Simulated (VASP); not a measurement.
# C (P1) in VASP: single point with LDA

Aim: the single point of C with LDA.

Program: VASP 6.6.1. These are calculated values, not measurements. Logs are shortened: lines on timing, memory, paths and dates and some standing lists are left out, and cuts for length are marked.

## (1) The cell of the first run

The typed cell holds 8 atoms: a = 4.793 Å, b = 4.833 Å, c = 2.530 Å, α = 90.02°, β = 91.31°, γ = 128.01°.

## (2) Single point, LDA (atoms moved at random and the cell strained at random)

INCAR

```
  ALGO = Normal
  EDIFF = 1E-6
  ENCUT = 1300
  GGA_COMPAT = False
  ISIF = 2
  ISMEAR = 0
  LASPH = True
  LCHARG = False
  LREAL = False
  LWAVE = False
  NBANDS = 26
  NELM = 120
  PREC = Accurate
  SIGMA = 0.05
```

KPOINTS

```
k-points
0
Gamma
  6 6 10
```

POSCAR

```
C
1.0
    2.0864042237     -4.3148064104     -0.0555868589
    2.1328044964      4.3373257589     -0.0006158414
   -0.0332103608      0.0157646915      2.5298958807
C
8
Direct
    0.6354407842      0.9727076514     -0.0038000976
    0.3554251501      0.0246308833     -0.0068099812
    0.0253759775      0.3546765299     -0.0047148790
    0.9933709956      0.6535076826      0.0134972671
    0.4070983214      0.2272760887      0.4949586600
    0.5972621173      0.7665663142      0.5144165091
    0.7500710906      0.5872985564      0.4988465264
    0.2359555633      0.4133362935      0.4936059953
```

Potentials or basis: VASP PAW LDA potentials, release 64 (C_h).

The run is started by

```bash
$ cat potpaw_LDA.64/C_h/POTCAR > POTCAR
$ mpirun -np 1 vasp_std > vasp.out
```

OUTCAR:

```text
EDIFF = 1E-6
   ENCUT = 1300
   ISIF = 2
   ISMEAR = 0
   LASPH = True
   LREAL = False
   NELM = 120
   PREC = Accurate

 ion  position               nearest neighbor table
   1  0.635  0.973  0.996-   6 1.51   2 1.51
   2  0.355  0.025  0.993-   1 1.51   5 1.52
   3  0.025  0.355  0.995-   8 1.51
   4  0.993  0.654  0.013-
   5  0.407  0.227  0.495-   7 1.49   2 1.52
   6  0.597  0.767  0.514-   7 1.44   8 1.51   1 1.51
   7  0.750  0.587  0.499-   6 1.44   5 1.49
   8  0.236  0.413  0.494-   6 1.51   3 1.51

  LATTYP: Found a triclinic cell.
 ALAT       =     4.2196431233
 B/A-ratio  =     1.1454399280
 C/A-ratio  =     0.5996153915
 COS(alpha) =     0.0003281190
 COS(beta)  =     0.0264090720
 COS(gamma) =     0.4460139544

  Lattice vectors:

 A1 = (  -4.2192087201,  -0.0225193485,   0.0562027003)
 A2 = (  -2.1328044964,  -4.3373257589,   0.0006158414)
 A3 = (  -0.0332103608,   0.0157646915,   2.5298958807)

Analysis of symmetry for initial positions (statically):
=====================================================================
 Subroutine PRICEL returns:
 Original cell was already a primitive cell.

 Routine SETGRP: Setting up the symmetry group for a
 triclinic supercell.

 Subroutine GETGRP returns: Found  1 space group operations
 (whereof  1 operations were pure point group operations)
 out of a pool of  2 trial point group operations.

The static configuration has the point symmetry C_1 .

Analysis of symmetry for dynamics (positions and initial velocities):
=====================================================================
 Subroutine PRICEL returns:
 Original cell was already a primitive cell.

 Routine SETGRP: Setting up the symmetry group for a
 triclinic supercell.

 Subroutine GETGRP returns: Found  1 space group operations
 (whereof  1 operations were pure point group operations)
 out of a pool of  2 trial point group operations.

The dynamic configuration has the point symmetry C_1 .

 Subroutine INISYM returns: Found  1 space group operations
 (whereof  1 operations are pure point group operations),
 and found     1 'primitive' translations

----------------------------------------------------------------------------------------

                                     Primitive cell

  volume of cell :      46.1659

  direct lattice vectors                    reciprocal lattice vectors
     2.086404224 -4.314806410 -0.055586859     0.237686345 -0.116877579  0.003848454
     2.132804496  4.337325759 -0.000615841     0.236433089  0.114295293  0.002391481
    -0.033210361  0.015764692  2.529895881     0.005279997 -0.002540211  0.395358324

  length of vectors
     4.793091575  4.833347715  2.530162963     0.264896164  0.262620903  0.395401740

  position of ions in fractional coordinates (direct lattice)
     0.635440784  0.972707651  0.996199902
     0.355425150  0.024630883  0.993190019
     0.025375977  0.354676530  0.995285121
     0.993370996  0.653507683  0.013497267
     0.407098321  0.227276089  0.494958660
     0.597262117  0.766566314  0.514416509
     0.750071091  0.587298556  0.498846526
     0.235955563  0.413336294  0.493605995

  ion indices of the primitive-cell ions
   primitive index   ion index
                 1           1
                 2           2
                 3           3
                 4           4
                 5           5
                 6           6
                 7           7
                 8           8

----------------------------------------------------------------------------------------

 KPOINTS: k-points

Automatic generation of k-mesh.
 Grid dimensions read from file:
 generate k-points for:    6    6   10

 Generating k-lattice:

  Cartesian coordinates                     Fractional coordinates (reciprocal lattice)
     0.039614391 -0.019479597  0.000641409     0.166666667 -0.000000000  0.000000000
     0.039405515  0.019049215  0.000398580    -0.000000000  0.166666667  0.000000000
     0.000528000 -0.000254021  0.039535832    -0.000000000  0.000000000  0.100000000

  Length of vectors
     0.044149361  0.043770151  0.039540174

  Shift w.r.t. Gamma in fractional coordinates (k-lattice)
     0.000000000  0.000000000  0.000000000

 Subroutine IBZKPT returns following result:
 ===========================================

 Found    184 irreducible k-points:

 Following reciprocal coordinates:
            Coordinates               Weight
  0.000000  0.000000  0.000000      1.000000
  0.166667 -0.000000  0.000000      2.000000
  0.333333 -0.000000  0.000000      2.000000
  0.500000  0.000000  0.000000      1.000000
  0.000000  0.166667  0.000000      2.000000
  0.166667  0.166667  0.000000      2.000000
[... 16 lines left out ...]
  0.333333  0.000000  0.100000      2.000000
  0.500000 -0.000000  0.100000      2.000000
 [... further k-points ...]
   k-points           NKPTS =    184   k-points in BZ     NKDIM =    184   number of bands    NBANDS=     26
   number of dos      NEDOS =    301   number of ions     NIONS =      8
   total plane-waves  NPLWV = 100800
   dimension x,y,z NGX =    56 NGY =   60 NGZ =   30
   dimension x,y,z NGXF=   112 NGYF=  120 NGZF=   60
   ions per type =               8
   NGX,Y,Z   is equivalent  to a cutoff of  19.42, 20.64, 19.71 a.u.
   NGXF,Y,Z  is equivalent  to a cutoff of  38.85, 41.27, 39.42 a.u.
 SYSTEM =  unknown system
   PREC   = accura    normal or accurate (medium, high low for compatibility)
   ISTART =      0    job   : 0-new  1-cont  2-samecut
   ICHARG =      2    charge: 1-file 2-atom 10-const
   ISPIN  =      1    spin polarized calculation?
   LNONCOLLINEAR =      F non collinear calculations
   LSORBIT =      F    spin-orbit coupling
   LASPH  =      T    aspherical Exc in radial PAW
   ENCUT  = 1300.0 eV  95.55 Ry    9.77 a.u.  14.09 14.21  7.44*2*pi/ulx,y,z
   NELM   =    120;   NELMIN=  2; NELMDL= -5     # of ELM steps
   EDIFF  = 0.1E-05   stopping-criterion for ELM
   LREAL  =      F    real-space projection
   EDIFFG = 0.1E-04   stopping-criterion for IOM
   NSW    =      0    number of steps for IOM
   IBRION =     -1    ionic relax: 0-MD 1-quasi-New 2-CG
   NFREE  =      0    steps in history (QN), initial steepest desc. (CG)
   ISIF   =      2    stress and relaxation
   ISYM   =      2    0-nonsym 1-usesym 2-fastsym
   POTIM  = 0.5000    time-step for ionic-motion
   TEBEG  =    0.0;   TEEND  =   0.0 temperature during run
   PSTRESS=    0.0 pullay stress
   NELECT =      32.0000    total number of electrons
   NUPDOWN=      -1.0000    fix difference up-down
   EMIN   =  10.00;   EMAX   =-10.00  energy-range for DOS
   EFERMI =   0.00;   METHOD = LEGACY
   ISMEAR =     0;   SIGMA  =   0.05  broadening in eV -4-tet -1-fermi 0-gaus
   EFERMI_NEDOS =   21; number of points for ismear=-14 and -15
   IALGO  =     38    algorithm
   IMIX   =      4    mixing-type and parameters
     AMIX     =   0.40;   BMIX     =  1.00
     AMIX_MAG =   1.60;   BMIX_MAG =  1.00
  volume/ion in A,a.u.               =       5.77        38.94
  Fermi-wavevector in a.u.,A,eV,Ry     =   1.448831  2.737895 28.560162  2.099113
  Thomas-Fermi vector in A             =   2.566627
   LORBIT       =      0    0 simple, 1 ext, 2 COOP (PROOUT), +10 PAW based schemes
   GGA     = CA    functional components
   LHFCALC =     F    Hartree Fock is set to
   AEXX    =    0.0000 exact exchange contribution
   IVDW    =     0    specifies the selected vdW correction
   LEPSILON=     F    determine dielectric tensor
   LRPA    =     F    only Hartree local field effects (RPA)
 non-spin polarized calculation
 Gauss-broadening in eV      SIGMA  =   0.05
  energy-cutoff  :     1300.00
  volume of cell :       46.17
 maximum number of plane-waves:      4944
   NGX = 29   NGY = 29   NGZ = 15

 number of electron      32.0000000 magnetization

 Free energy of the ion-electron system (eV)
  ---------------------------------------------------
  ext. energy  EPLUGINS =         0.00000000
  ---------------------------------------------------
  free energy    TOTEN  =       -79.16414278 eV

  energy without entropy =      -79.16414278  energy(sigma->0) =      -79.16414278

 E-fermi :  11.4957     XC(G=0): -13.5022

 val. band max:       11.2087350748   @ k =   0.5000   0.5000   0.0000
 cond. band min:      13.5733515034   @ k =   0.5000   0.5000   0.3000
 fundamental gap:      2.3646164286
 Fermi energy:        11.4957028925

 k-point     1 :       0.0000    0.0000    0.0000
  band No.  band energies     occupation
      1     -10.8883      2.00000
      2      -5.3080      2.00000
      3      -5.1415      2.00000
      4      -3.8037      2.00000
      5      -3.3259      2.00000
      6      -1.3483      2.00000
[... 18 lines left out ...]
     25      21.1962      0.00000
     26      21.3532      0.00000

 k-point     2 :       0.1667   -0.0000    0.0000
  band No.  band energies     occupation
      1     -10.6875      2.00000
      2      -6.0027      2.00000
      3      -5.1679      2.00000
      4      -4.6658      2.00000
      5      -2.9671      2.00000
      6      -0.1705      2.00000
[... 18 lines left out ...]
     25      20.3853      0.00000
     26      22.0450      0.00000

 k-point     3 :       0.3333   -0.0000    0.0000
  band No.  band energies     occupation
      1     -10.1312      2.00000
      2      -7.1208      2.00000
      3      -6.0252      2.00000
      4      -5.1133      2.00000
      5      -1.6704      2.00000
      6       1.7103      2.00000
[... 572 lines left out ...]
 k-point    23 :       0.3333    0.0000    0.1000
  band No.  band energies     occupation
      1      -9.9397      2.00000
      2      -6.9889      2.00000
      3      -5.8773      2.00000
      4      -4.9556      2.00000
      5      -1.5220      2.00000
      6       1.8825      2.00000
[... 18 lines left out ...]
     25      20.6924      0.00000
     26      21.2990      0.00000

 k-point    24 :       0.5000   -0.0000    0.1000
  band No.  band energies     occupation
      1      -9.4706      2.00000
      2      -7.7569      2.00000
      3      -6.0725      2.00000
      4      -5.1382      2.00000
      5      -0.2370      2.00000
      6       0.9778      2.00000
[... 18 lines left out ...]
     25      20.7602      0.00000
     26      21.0084      0.00000

 [... further k-points ...]

------------------------ aborting loop because EDIFF is reached ----------------------------------------

  FORCE on cell =-STRESS in cart. coord.  units (eV):
  Direction    XX          YY          ZZ          XY          YZ          ZX
  --------------------------------------------------------------------------------------
  -------------------------------------------------------------------------------------
  Total        1.3670808      2.6457643     -5.7518159     -0.7381188     -1.5300672      3.2147617
  in kB       47.4442873     91.8207605   -199.6157096    -25.6162758    -53.1007001    111.5677111
  external PRESSURE =     -20.1168873 kB  Pullay stress =       0.0000000 kB

 VOLUME and BASIS-vectors are now :
 -----------------------------------------------------------------------------
  energy-cutoff  :     1300.00
  volume of cell :       46.17
      direct lattice vectors                 reciprocal lattice vectors
     2.086404224 -4.314806410 -0.055586859     0.237686345 -0.116877579  0.003848454
     2.132804496  4.337325759 -0.000615841     0.236433089  0.114295293  0.002391481
    -0.033210361  0.015764692  2.529895881     0.005279997 -0.002540211  0.395358324

 POSITION                                       TOTAL-FORCE (eV/Angst)
 -----------------------------------------------------------------------------------
      3.36730      1.49285      2.48436         2.290703     -1.464563      1.034295
      0.76111     -1.41110      2.49290        -1.028433     -0.310258      0.385830
      0.77635      1.44455      2.51634        -0.495966      0.750958      0.053280
      3.46593     -1.45152     -0.02147        -2.273232      2.165741     -1.214749
      1.31767     -0.76298      1.22942        -0.795832      0.240225     -0.114663
      2.86398      0.75589      1.26775         0.639031      3.660655     -1.517281
      2.80098     -0.68124      1.21997         4.042362     -5.328919      0.817128
      1.35747      0.78245      1.23540        -2.378634      0.286163      0.556159
 -----------------------------------------------------------------------------------
    total drift:                                0.000128      0.000039     -0.000068

  FREE ENERGIE OF THE ION-ELECTRON SYSTEM (eV)
  ---------------------------------------------------
  free  energy   TOTEN  =       -79.1641427808 eV

  energy  without entropy=      -79.1641427808  energy(sigma->0) =      -79.16414278
```

Run time: 5.7 min. Hardware: 1 thread of Intel Xeon 6975P-C (Granite Rapids), shared host; peak memory 0.64 GiB.

Results:

| Quantity | Value |
| --- | --- |
| Free energy | -79.1641 eV |
| Pressure | -2.0 GPa |
| Largest force | 6.738 eV/Å |
| Band gap on the k mesh | 2.36 eV (least direct gap 4.38 eV) |

Forces on the atoms (eV/Å):
```
C    2.291 -1.465  1.034
C   -1.028 -0.310  0.386
C   -0.496  0.751  0.053
C   -2.273  2.166 -1.215
C   -0.796  0.240 -0.115
C    0.639  3.661 -1.517
C    4.042 -5.329  0.817
C   -2.379  0.286  0.556
```

Caveat: the cell differs from its parent crystal (atoms moved at random and the cell strained at random); the stress differs along the axes, from -20 to 9 GPa; forces of over 1 eV/Å act on the atoms, so gaps and moduli don't describe the material at rest.
